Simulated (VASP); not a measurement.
Input of a VASP 6.6.1 run:

File INCAR:

```
ALGO = Normal
EDIFF = 1E-7
ENCUT = 520
GGA = PE
ISIF = 2
ISMEAR = 0
LASPH = True
LCHARG = False
LREAL = False
LWAVE = False
NBANDS = 28
NELM = 80
PREC = Accurate
SIGMA = 0.02
```

Contents of KPOINTS:

```
k-points
0
Gamma
  6 6 4
```

Contents of POSCAR:

```
PbS
1.0
    3.0021930286     -3.0021680561     -0.0001379108
    3.0021930286      3.0021680561     -0.0001379108
   -1.1059444099      0.0000000000     11.1668001650
Pb S
2 2
Direct
    0.2268063831      0.2268063831      0.3737165417
    0.7731936169      0.7731936169      0.6262834583
    0.7289282067      0.7289282067      0.3852578407
    0.2710717933      0.2710717933      0.6147421593
```

Potentials or basis: VASP PAW PBE potentials, release 64 (Pb_d, S).

The run is started by

```sh
$ cat potpaw_PBE.64/Pb_d/POTCAR potpaw_PBE.64/S/POTCAR > POTCAR
$ mpirun -np 1 vasp_std > vasp.out
```

Task: What does it give for the band gap on the k mesh?

Result: 2.07 eV (least direct gap 2.08 eV).

Task: Estimate the largest force.

Result: 0.011 eV/Å.

Forces on the atoms (eV/Å):
```
Pb   0.000  0.000  0.011
Pb   0.000  0.000 -0.011
S   -0.001  0.000 -0.007
S    0.001  0.000  0.007
```

Caveat: spin-orbit coupling is left out, which moves the levels of the heavy elements.
